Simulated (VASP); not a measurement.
Set up this calculation in VASP 6.6.1, as the native input.

```yaml
Task: single point
Functional: PBE
Potentials_or_basis: VASP PAW PBE potentials, release 64 (Zr_sv)
Cutoff: 520 eV
k_mesh: 15 × 15 × 8
Occupations: fermi-dirac, width 0.15 eV
Spin: no spin polarisation
Dipole_correction: no
Further_INCAR_settings: ALGO = Normal; EDIFF = 1e-06; NBANDS = 19
```

The structure of Zr lies in POSCAR:

```
Zr
1.0
    3.2284325215      0.0000000000      0.0000000000
   -1.6142162607      2.7959045780      0.0000000000
    0.0000000000      0.0000000000      5.1923411095
Zr
2
Direct
    0.3333333333      0.6666666667      0.2500000000
    0.6666666667      0.3333333333      0.7500000000
```

The input as run:

INCAR

```
PREC = Accurate
ENCUT = 520
EDIFF = 1E-6
ISMEAR = -1
SIGMA = 0.15
LREAL = F
LASPH = T
NELM = 80
ALGO = Normal
ISIF = 2
LWAVE = F
LCHARG = F
GGA = PE
NBANDS = 19
```

KPOINTS

```
regular mesh
0
Gamma
  15 15 8
```

Potentials or basis: VASP PAW PBE potentials, release 64 (Zr_sv).

Command:

```bash
$ cat potpaw_PBE.64/Zr_sv/POTCAR > POTCAR
$ mpirun -np 1 vasp_std > vasp.out
```

It gave:

* Pressure: 0.0 GPa
* Band gap on the k mesh: zero (band 12 reaches 9.80 eV, above the bottom of band 13 at 8.60 eV)

Run time: 51 s on 1 thread of Intel(R) Xeon(R) Platinum 8259CL CPU @ 2.50GHz (Skylake/Cascade Lake), on a shared host, peak memory 0.23 GiB.
